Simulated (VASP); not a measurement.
A run of VASP 6.6.1:

INCAR

```
SYSTEM = Mg8HO8
ALGO = Normal ; EDIFF = 1E-6
ENCUT = 520 ; GGA = PE
ISIF = 2 ; ISMEAR = 0
LASPH = .True. ; LCHARG = .False.
LREAL = Auto ; LWAVE = .False.
NBANDS = 46 ; NELECT = 64.0
NELM = 60 ; PREC = Accurate
SIGMA = 0.02
```

File KPOINTS:

```
k-points
0
Gamma
  3 3 3
  0 0 0
```

The input POSCAR:

```
Mg8HO8
1.0
    0.0000000000      3.8970000000      3.8970000000
    3.8970000000      0.0000000000      3.8970000000
    3.8970000000      3.8970000000      0.0000000000
Mg O H
8 8 1
Direct
   -0.0081806518      0.0050880164     -0.0004849885
   -0.0109051835      0.0026775725      0.5077430074
    0.0219887093      0.5072971517     -0.0079343084
   -0.0101842443      0.4984588145      0.5099255838
    0.4900184758     -0.0015124455      0.0097226071
    0.4895647934      0.0023069027      0.5075124455
    0.4677331280      0.5075296382     -0.0070284834
    0.4816995124      0.5099863998      0.5148296125
    0.2404131383      0.2485594047      0.2592930459
    0.2438711830      0.2517446754      0.7559910187
    0.2380298948      0.7506290736      0.2559267385
    0.2386385681      0.7657997177      0.7462292789
    0.7376041827      0.2670914806      0.2466393380
    0.7363706697      0.2520696690      0.7561825763
    0.7439762638      0.7499772902      0.2556067488
    0.7394003079      0.7408075443      0.7693033102
    0.6888879908      0.4830411855      0.1311114960
```

Potentials or basis: VASP PAW PBE potentials, release 64 (Mg, O, H).

The run is started by

```sh
$ cat potpaw_PBE.64/Mg/POTCAR potpaw_PBE.64/O/POTCAR potpaw_PBE.64/H/POTCAR > POTCAR
$ mpirun -np 1 vasp_std > vasp.out
```

Hardware: 1 thread of Intel(R) Xeon(R) Platinum 8259CL CPU @ 2.50GHz (Skylake/Cascade Lake) (shared host).

Task: Estimate the wall time of this run.

Result: Wall time 3 min on 1 thread of Intel(R) Xeon(R) Platinum 8259CL CPU @ 2.50GHz (Skylake/Cascade Lake), on a shared host, peak memory 0.28 GiB. Counts: scf iterations 15, k points 14.
